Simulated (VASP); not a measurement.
Set up this calculation in VASP 6.6.1, as the native input.

- Task: relaxation of cell and atoms
- Functional: PBEsol
- Potentials or basis: VASP PAW PBE potentials, release 64 (Ir)
- Cutoff: 600 eV
- k mesh: 11 × 11 × 11
- Occupations: fermi-dirac, width 0.05 eV
- Spin: no spin polarisation
- Dipole correction: no
- Further INCAR settings: ALGO = Normal; EDIFF = 1e-06; IBRION = 2; EDIFFG = -0.02; NSW = 60; ISIF = 3

The structure of Ir lies in POSCAR:

```
Ir
1.0
    0.0000000000      1.9156000000      1.9156000000
    1.9156000000      0.0000000000      1.9156000000
    1.9156000000      1.9156000000      0.0000000000
Ir
1
Direct
    0.0000000000      0.0000000000      0.0000000000
```

The input as run:

INCAR

```
  PREC = Accurate
  ENCUT = 600
  EDIFF = 1E-6
  ISMEAR = -1
  SIGMA = 0.05
  LREAL = F
  LASPH = T
  NELM = 100
  ALGO = Normal
  ISIF = 3
  LWAVE = F
  LCHARG = F
  GGA = PS
  IBRION = 2
  NSW = 60
  EDIFFG = -0.02
```

KPOINTS

```
regular mesh
0
Gamma
  11 11 11
```

Potentials or basis: VASP PAW PBE potentials, release 64 (Ir).

The run is started by

```bash
$ cat potpaw_PBE.64/Ir/POTCAR > POTCAR
$ mpirun -np 1 vasp_std > vasp.out
```

Results of the run:

```
Relaxed volume                        : 14.11 Å³/atom
Relaxed cell                          : a = 2.712 Å, b = 2.712 Å, c = 2.712 Å, α = 60.00°, β = 60.00°, γ = 60.00°
Space group after relaxing (to 0.1 Å) : Fm-3m (No. 225)
Energy gained by relaxing             : 0.2 meV/atom
Ionic steps                           : 3
Pressure after relaxing               : 0.0 GPa
Band gap on the k mesh                : zero (an odd number of electrons rules out a gap without spin polarisation)
```

Caveat: the PAW data sets were made with another functional, which shifts forces and pressure a little; spin-orbit coupling is left out, which moves the levels of the heavy elements.

It took 25 s on 1 thread of Intel Xeon 8259CL, with other jobs on the host, peak memory 0.15 GiB.
